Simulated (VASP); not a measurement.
# SnO2 (Pa-3) in VASP: single point with PBE

Aim: the single point of SnO2 with PBE.

Program: VASP 6.6.1. These are calculated values, not measurements. Logs are shortened: lines on timing, memory, paths and dates and some standing lists are left out, and cuts for length are marked.

**1. The cell of the first run**

The structure is cubic, space group Pa-3 (No. 205). The conventional cell has a = 5.170 Å, b = 5.170 Å, c = 5.170 Å, α = 90.00°, β = 90.00°, γ = 90.00°. Sn (site symmetry -3) has 6 O at 2.11 Å within 2.8 Å. O (site symmetry 3) has 3 Sn at 2.11 Å and 6 O at 2.74 Å within 2.8 Å.

**2. Single point, PBE**

INCAR

```
PREC     = Accurate       # precision mode
ENCUT    = 520            # plane-wave cutoff, eV
EDIFF    = 1E-7           # SCF threshold, eV
ISMEAR   = 0              # smearing method
SIGMA    = 0.02           # smearing width, eV
LREAL    = F              # projectors in reciprocal space
LASPH    = T              # aspherical terms in the spheres
NELM     = 60             # most SCF steps
ALGO     = Normal         # electronic algorithm
ISIF     = 2              # what is computed and relaxed
LWAVE    = F              # write WAVECAR
LCHARG   = F              # write CHGCAR
GGA      = PE             # functional
NBANDS   = 64             # bands
```

KPOINTS

```
regular mesh
0
Gamma
  8 8 8
```

POSCAR

```
SnO2
1.0
    5.1697993246      0.0000000000      0.0000000000
    0.0000000000      5.1697993246      0.0000000000
    0.0000000000      0.0000000000      5.1697993246
Sn O
4 8
Direct
    0.0000000000      0.5000000000      0.5000000000
    0.5000000000      0.5000000000      0.0000000000
    0.5000000000      0.0000000000      0.5000000000
    0.0000000000      0.0000000000      0.0000000000
    0.3390931050      0.1609068950      0.8390931050
    0.1609068950      0.8390931050      0.3390931050
    0.8390931050      0.3390931050      0.1609068950
    0.6609068950      0.6609068950      0.6609068950
    0.3390931050      0.3390931050      0.3390931050
    0.1609068950      0.6609068950      0.8390931050
    0.8390931050      0.1609068950      0.6609068950
    0.6609068950      0.8390931050      0.1609068950
```

Potentials or basis: VASP PAW PBE potentials, release 64 (Sn_d, O).

Launch:

```bash
cat potpaw_PBE.64/Sn_d/POTCAR potpaw_PBE.64/O/POTCAR > POTCAR
mpirun -np 1 vasp_std > vasp.out
```

OUTCAR:

```text
PREC = Accurate
   ENCUT = 520
   EDIFF = 1E-7
   ISMEAR = 0
   LREAL = F
   LASPH = T
   NELM = 60
   ISIF = 2
   GGA = PE

 ion  position               nearest neighbor table
   1  0.000  0.500  0.500-   6 2.11   7 2.11   8 2.11   9 2.11  10 2.11  11 2.11   2 3.66   3 3.66
                             4 3.66   2 3.66   4 3.66   3 3.66   4 3.66   4 3.66   2 3.66   3 3.66
   2  0.500  0.500  0.000-   5 2.11   7 2.11   8 2.11   9 2.11  10 2.11  12 2.11   1 3.66   3 3.66
                             4 3.66   1 3.66   3 3.66   3 3.66   4 3.66   3 3.66   1 3.66   4 3.66
   3  0.500  0.000  0.500-   5 2.11   6 2.11   8 2.11   9 2.11  11 2.11  12 2.11   1 3.66   2 3.66
                             4 3.66   2 3.66   4 3.66   1 3.66   2 3.66   2 3.66   1 3.66   4 3.66
   4  0.000  0.000  0.000-   5 2.11   6 2.11   7 2.11  10 2.11  11 2.11  12 2.11   1 3.66   2 3.66
                             3 3.66   1 3.66   3 3.66   1 3.66   2 3.66   1 3.66   2 3.66   3 3.66
   5  0.339  0.161  0.839-   2 2.11   3 2.11   4 2.11
   6  0.161  0.839  0.339-   1 2.11   3 2.11   4 2.11
   7  0.839  0.339  0.161-   1 2.11   2 2.11   4 2.11
   8  0.661  0.661  0.661-   1 2.11   2 2.11   3 2.11
   9  0.339  0.339  0.339-   1 2.11   2 2.11   3 2.11
  10  0.161  0.661  0.839-   1 2.11   2 2.11   4 2.11
  11  0.839  0.161  0.661-   1 2.11   3 2.11   4 2.11
  12  0.661  0.839  0.161-   2 2.11   3 2.11   4 2.11

  LATTYP: Found a simple cubic cell.
 ALAT       =     5.1697993246

  Lattice vectors:

 A1 = (   5.1697993246,   0.0000000000,   0.0000000000)
 A2 = (   0.0000000000,   5.1697993246,   0.0000000000)
 A3 = (   0.0000000000,   0.0000000000,   5.1697993246)

Analysis of symmetry for initial positions (statically):
=====================================================================
 Subroutine PRICEL returns:
 Original cell was already a primitive cell.

 Routine SETGRP: Setting up the symmetry group for a
 simple cubic supercell.

 Subroutine GETGRP returns: Found 24 space group operations
 (whereof  6 operations were pure point group operations)
 out of a pool of 48 trial point group operations.

The static configuration has the point symmetry S_6 .
 The point group associated with its full space group is T_h .

Analysis of symmetry for dynamics (positions and initial velocities):
=====================================================================
 Subroutine PRICEL returns:
 Original cell was already a primitive cell.

 Routine SETGRP: Setting up the symmetry group for a
 simple cubic supercell.

 Subroutine GETGRP returns: Found 24 space group operations
 (whereof  6 operations were pure point group operations)
 out of a pool of 48 trial point group operations.

The dynamic configuration has the point symmetry S_6 .
 The point group associated with its full space group is T_h .

 Subroutine INISYM returns: Found 24 space group operations
 (whereof  6 operations are pure point group operations),
 and found     1 'primitive' translations

----------------------------------------------------------------------------------------

                                     Primitive cell

  volume of cell :     138.1723

  direct lattice vectors                    reciprocal lattice vectors
     5.169799325  0.000000000  0.000000000     0.193431106  0.000000000  0.000000000
     0.000000000  5.169799325  0.000000000     0.000000000  0.193431106  0.000000000
     0.000000000  0.000000000  5.169799325     0.000000000  0.000000000  0.193431106

  length of vectors
     5.169799325  5.169799325  5.169799325     0.193431106  0.193431106  0.193431106

  position of ions in fractional coordinates (direct lattice)
     0.000000000  0.500000000  0.500000000
     0.500000000  0.500000000  0.000000000
     0.500000000  0.000000000  0.500000000
     0.000000000  0.000000000  0.000000000
     0.339093105  0.160906895  0.839093105
     0.160906895  0.839093105  0.339093105
     0.839093105  0.339093105  0.160906895
     0.660906895  0.660906895  0.660906895
     0.339093105  0.339093105  0.339093105
     0.160906895  0.660906895  0.839093105
     0.839093105  0.160906895  0.660906895
     0.660906895  0.839093105  0.160906895

  ion indices of the primitive-cell ions
   primitive index   ion index
                 1           1
                 2           2
                 3           3
                 4           4
                 5           5
                 6           6
                 7           7
                 8           8
                 9           9
                10          10
                11          11
                12          12

----------------------------------------------------------------------------------------

 KPOINTS: regular mesh

Automatic generation of k-mesh.
 Grid dimensions read from file:
 generate k-points for:    8    8    8

 Generating k-lattice:

  Cartesian coordinates                     Fractional coordinates (reciprocal lattice)
     0.024178888  0.000000000  0.000000000     0.125000000  0.000000000  0.000000000
     0.000000000  0.024178888  0.000000000     0.000000000  0.125000000  0.000000000
     0.000000000  0.000000000  0.024178888     0.000000000  0.000000000  0.125000000

  Length of vectors
     0.024178888  0.024178888  0.024178888

  Shift w.r.t. Gamma in fractional coordinates (k-lattice)
     0.000000000  0.000000000  0.000000000

 Subroutine IBZKPT returns following result:
 ===========================================

 Found     45 irreducible k-points:

 Following reciprocal coordinates:
            Coordinates               Weight
  0.000000  0.000000  0.000000      1.000000
  0.125000  0.000000  0.000000      6.000000
  0.250000  0.000000  0.000000      6.000000
  0.375000  0.000000  0.000000      6.000000
  0.500000  0.000000  0.000000      3.000000
  0.125000  0.125000  0.000000     12.000000
[... 16 lines left out ...]
  0.250000  0.125000  0.125000     24.000000
  0.375000  0.125000  0.125000     24.000000
 [... further k-points ...]
   k-points           NKPTS =     45   k-points in BZ     NKDIM =     45   number of bands    NBANDS=     64
   number of dos      NEDOS =    301   number of ions     NIONS =     12
   total plane-waves  NPLWV =  64000
   dimension x,y,z NGX =    40 NGY =   40 NGZ =   40
   dimension x,y,z NGXF=    80 NGYF=   80 NGZF=   80
   ions per type =               4   8
   NGX,Y,Z   is equivalent  to a cutoff of  12.86, 12.86, 12.86 a.u.
   NGXF,Y,Z  is equivalent  to a cutoff of  25.73, 25.73, 25.73 a.u.
 SYSTEM =  unknown system
   PREC   = accura    normal or accurate (medium, high low for compatibility)
   ISTART =      0    job   : 0-new  1-cont  2-samecut
   ICHARG =      2    charge: 1-file 2-atom 10-const
   ISPIN  =      1    spin polarized calculation?
   LNONCOLLINEAR =      F non collinear calculations
   LSORBIT =      F    spin-orbit coupling
   LASPH  =      T    aspherical Exc in radial PAW
   ENCUT  =  520.0 eV  38.22 Ry    6.18 a.u.   9.61  9.61  9.61*2*pi/ulx,y,z
   NELM   =     60;   NELMIN=  2; NELMDL= -5     # of ELM steps
   EDIFF  = 0.1E-06   stopping-criterion for ELM
   LREAL  =      F    real-space projection
   EDIFFG = 0.1E-05   stopping-criterion for IOM
   NSW    =      0    number of steps for IOM
   IBRION =     -1    ionic relax: 0-MD 1-quasi-New 2-CG
   NFREE  =      0    steps in history (QN), initial steepest desc. (CG)
   ISIF   =      2    stress and relaxation
   ISYM   =      2    0-nonsym 1-usesym 2-fastsym
   POTIM  = 0.5000    time-step for ionic-motion
   TEBEG  =    0.0;   TEEND  =   0.0 temperature during run
   PSTRESS=    0.0 pullay stress
   NELECT =     104.0000    total number of electrons
   NUPDOWN=      -1.0000    fix difference up-down
   EMIN   =  10.00;   EMAX   =-10.00  energy-range for DOS
   EFERMI =   0.00;   METHOD = LEGACY
   ISMEAR =     0;   SIGMA  =   0.02  broadening in eV -4-tet -1-fermi 0-gaus
   EFERMI_NEDOS =   21; number of points for ismear=-14 and -15
   IALGO  =     38    algorithm
   IMIX   =      4    mixing-type and parameters
     AMIX     =   0.40;   BMIX     =  1.00
     AMIX_MAG =   1.60;   BMIX_MAG =  1.00
  volume/ion in A,a.u.               =      11.51        77.70
  Fermi-wavevector in a.u.,A,eV,Ry     =   1.489175  2.814132 30.172834  2.217641
  Thomas-Fermi vector in A             =   2.602116
   LORBIT       =      0    0 simple, 1 ext, 2 COOP (PROOUT), +10 PAW based schemes
   GGA     = PE    functional components
   LHFCALC =     F    Hartree Fock is set to
   AEXX    =    0.0000 exact exchange contribution
   IVDW    =     0    specifies the selected vdW correction
   LEPSILON=     F    determine dielectric tensor
   LRPA    =     F    only Hartree local field effects (RPA)
 non-spin polarized calculation
 Gauss-broadening in eV      SIGMA  =   0.02
  energy-cutoff  :      520.00
  volume of cell :      138.17
 maximum number of plane-waves:      3767
 NGX is ok and might be reduce to    40
   NGX = 19   NGY = 19   NGZ = 19

 number of electron     103.9999977 magnetization

 Free energy of the ion-electron system (eV)
  ---------------------------------------------------
  ext. energy  EPLUGINS =         0.00000000
  ---------------------------------------------------
  free energy    TOTEN  =       -73.41619932 eV

  energy without entropy =      -73.41619932  energy(sigma->0) =      -73.41619932

 E-fermi :   6.7321     XC(G=0): -11.6402

 val. band max:        6.5999852237   @ k =  -0.1250   0.3750   0.0000
 cond. band min:       7.1776203990   @ k =   0.0000   0.0000   0.0000
 fundamental gap:      0.5776351754
 Fermi energy:         6.7321462085

 k-point     1 :       0.0000    0.0000    0.0000
  band No.  band energies     occupation
      1     -14.2153      2.00000
      2     -14.2153      2.00000
      3     -14.2153      2.00000
      4     -13.5326      2.00000
      5     -13.5326      2.00000
      6     -13.5326      2.00000
[... 56 lines left out ...]
     63      15.3408      0.00000
     64      17.9497      0.00000

 k-point     2 :       0.1250    0.0000    0.0000
  band No.  band energies     occupation
      1     -14.1983      2.00000
      2     -14.1972      2.00000
      3     -14.1937      2.00000
      4     -13.5514      2.00000
      5     -13.5427      2.00000
      6     -13.5292      2.00000
[... 1530 lines left out ...]
     63      16.1631      0.00000
     64      16.9527      0.00000

 [... further k-points ...]
[... 5 lines left out ...]
  --------------------------------------------------------------------------------------
  -------------------------------------------------------------------------------------
  Total        0.4958827      0.4958827      0.4958827      0.0000000      0.0000000     -0.0000000
  in kB        5.7500084      5.7500084      5.7500084      0.0000000      0.0000000     -0.0000000
  external PRESSURE =       5.7500084 kB  Pullay stress =       0.0000000 kB

 VOLUME and BASIS-vectors are now :
 -----------------------------------------------------------------------------
  energy-cutoff  :      520.00
  volume of cell :      138.17
      direct lattice vectors                 reciprocal lattice vectors
     5.169799325  0.000000000  0.000000000     0.193431106  0.000000000  0.000000000
     0.000000000  5.169799325  0.000000000     0.000000000  0.193431106  0.000000000
     0.000000000  0.000000000  5.169799325     0.000000000  0.000000000  0.193431106

 POSITION                                       TOTAL-FORCE (eV/Angst)
 -----------------------------------------------------------------------------------
      0.00000      2.58490      2.58490         0.000000      0.000000     -0.000000
      2.58490      2.58490      0.00000         0.000000      0.000000     -0.000000
      2.58490      0.00000      2.58490         0.000000      0.000000     -0.000000
      0.00000      0.00000      0.00000         0.000000      0.000000     -0.000000
      1.75304      0.83186      4.33794         0.001063     -0.001063      0.001063
      0.83186      4.33794      1.75304        -0.001063      0.001063      0.001063
      4.33794      1.75304      0.83186         0.001063      0.001063     -0.001063
      3.41676      3.41676      3.41676        -0.001063     -0.001063     -0.001063
      1.75304      1.75304      1.75304         0.001063      0.001063      0.001063
      0.83186      3.41676      4.33794        -0.001063     -0.001063      0.001063
      4.33794      0.83186      3.41676         0.001063     -0.001063     -0.001063
      3.41676      4.33794      0.83186        -0.001063      0.001063     -0.001063
 -----------------------------------------------------------------------------------
    total drift:                               -0.000000     -0.000000     -0.000000

  FREE ENERGIE OF THE ION-ELECTRON SYSTEM (eV)
  ---------------------------------------------------
  free  energy   TOTEN  =       -73.4161993223 eV

  energy  without entropy=      -73.4161993223  energy(sigma->0) =      -73.41619932
```

Wall time 7 min (1 thread of Oxide Virtual Turin-like, shared host); peak memory 0.38 GiB.

What came out:

| Item | Value |
| --- | --- |
| Free energy | -73.4162 eV |
| Pressure | 0.6 GPa |
| Band gap on the k mesh | 0.58 eV, indirect (least direct gap 0.65 eV) |

Levels at points of the mesh, in eV from the valence-band top:
```
           k point  band 48  band 49  band 50  band 51  band 52  band 53  band 54  band 55  band 56  band 57
(0.00, 0.00, 0.00)    -0.73    -0.30    -0.07    -0.07    -0.07     0.58     5.75     5.75     5.75     7.36
(0.50, 0.00, 0.00)    -0.73    -0.46    -0.46    -0.02    -0.02     3.64     3.64     4.86     4.86     7.73
(0.50, 0.50, 0.00)    -1.13    -0.32    -0.32    -0.32    -0.32     4.52     4.52     4.52     4.52     7.81
(0.50, 0.50, 0.50)    -1.20    -0.62    -0.62    -0.62    -0.62     5.00     5.00     5.00     5.00     7.27
```

Caveat: spin-orbit coupling is left out, which moves the levels of the heavy elements. A k mesh can miss the band edges.
